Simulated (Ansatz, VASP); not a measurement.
## SnO: VASP beside Ansatz

INCAR

```
PREC     = Accurate       # precision mode
ENCUT    = 520            # plane-wave cutoff, eV
EDIFF    = 1E-7           # SCF threshold, eV
ISMEAR   = -1             # smearing method
SIGMA    = 0.05           # smearing width, eV
LREAL    = False          # projectors in reciprocal space
LASPH    = True           # aspherical terms in the spheres
NELM     = 60             # most SCF steps
ALGO     = Normal         # electronic algorithm
ISIF     = 2              # what is computed and relaxed
LWAVE    = False          # write WAVECAR
LCHARG   = False          # write CHGCAR
GGA      = PE             # functional
NBANDS   = 28             # bands
```

KPOINTS

```
Automatic mesh
0
Gamma
  6 6 4
```

The input POSCAR:

```
SnO
1.0
    3.8649644759      0.0000000000      0.0000000000
    0.0000000000      3.8649644759      0.0000000000
    0.0000000000      0.0000000000      4.9253725149
Sn O
2 2
Direct
    0.5000000000      0.0000000000      0.2369000000
    0.0000000000      0.5000000000      0.7631000000
    0.0000000000      0.0000000000      0.0000000000
    0.5000000000      0.5000000000      0.0000000000
```

Input for Ansatz:

```yaml
crystal:
  lattice:
    - [3.8649644759183, 0.0, 0.0]
    - [0.0, 3.8649644759183, 0.0]
    - [0.0, 0.0, 4.9253725148805625]
  atoms:
    - { symbol: Sn, position: [0.5, 0.0, 0.2369] }
    - { symbol: Sn, position: [0.0, 0.5, 0.7631] }
    - { symbol: O, position: [0.0, 0.0, 0.0] }
    - { symbol: O, position: [0.5, 0.5, 0.0] }
basis:
  ecutwfc: 510.0
kpoints:
  mp_grid:
    grid: [6, 6, 4]
hamiltonian:
  xc: pbe
scf:
  convergence:
    dr2_threshold: 1.0e-09
  occupations:
    method: fermi_dirac
    width: 0.05
output:
  stress: true
```

Alike in both runs: task single point; functional PBE; k mesh 6 × 6 × 4; occupations fermi-dirac, width 0.05 eV; no spin polarisation.

|  | VASP | Ansatz |
| --- | --- | --- |
| version | VASP 6.6.1 | Ansatz 0.2.0 |
| potentials or method | VASP PAW PBE potentials, release 64 (Sn_d, O), cutoff 520 eV | plane waves, PAW |
| valence electrons in the cell | 40 | 40 |

VASP gave:

| Property | Result |
| --- | --- |
| pressure (GPa) | 0.1 |

Q: Which values does Ansatz return?

A: Pressure (GPa): -0.2.

Ansatz's warnings: stress scf threshold loose.
